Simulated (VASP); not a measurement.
Wanted: the native input for a VASP 6.6.1 run.

```
Task                   : relaxation of cell and atoms
Functional             : PBE
Potentials or basis    : VASP PAW PBE potentials, release 64 (Bi_d, S)
Cutoff                 : 600 eV
k mesh                 : 8 × 8 × 8
Occupations            : gaussian, width 0.1 eV
Spin                   : no spin polarisation
Dipole correction      : no
Further INCAR settings : ALGO = Normal; EDIFF = 1e-06; IBRION = 2; EDIFFG = -0.01; NSW = 100; ISIF = 3
```

The structure of BiS4 lies in POSCAR:

```
BiS4
1.0
    4.6323008312      0.0000000000      0.0000000000
    0.0000000000      4.6323008312      0.0000000000
    0.0000000000      0.0000000000      4.6323008312
Bi S
1 4
Direct
    0.0000000000      0.0000000000      0.0000000000
    0.5000000000      0.5000000000      0.5000000000
    0.0000000000      0.5000000000      0.5000000000
    0.5000000000      0.0000000000      0.5000000000
    0.5000000000      0.5000000000      0.0000000000
```

The cell was generated, and may not be a known phase.

One way to write it, as run:

INCAR

```
PREC = Accurate
ENCUT = 600
EDIFF = 1E-6
ISMEAR = 0
SIGMA = 0.1
LREAL = F
LASPH = T
NELM = 80
ALGO = Normal
ISIF = 3
LWAVE = F
LCHARG = F
GGA = PE
IBRION = 2
NSW = 100
EDIFFG = -0.01
```

KPOINTS

```
Automatic mesh
0
Gamma
  8 8 8
```

Potentials or basis: VASP PAW PBE potentials, release 64 (Bi_d, S).

Command:

```bash
$ cat potpaw_PBE.64/Bi_d/POTCAR potpaw_PBE.64/S/POTCAR > POTCAR
$ mpirun -np 1 vasp_std > vasp.out
```

Results of the run:

| Item | Value |
| --- | --- |
| Relaxed volume | 19.92 Å³/atom |
| Relaxed cell | a = 4.636 Å, b = 4.636 Å, c = 4.636 Å, α = 90.00°, β = 90.00°, γ = 90.00° |
| Space group after relaxing (to 0.1 Å) | Pm-3m (No. 221) |
| Energy gained by relaxing | 0.0 meV/atom |
| Ionic steps | 2 |
| Pressure after relaxing | 0.0 GPa |
| Band gap on the k mesh | zero (an odd number of electrons rules out a gap without spin polarisation) |

Caveat: spin-orbit coupling is left out, which moves the levels of the heavy elements.

Wall time 3.7 min on 1 thread of Intel Xeon 8259CL, with other jobs on the host, peak memory 0.3 GiB.
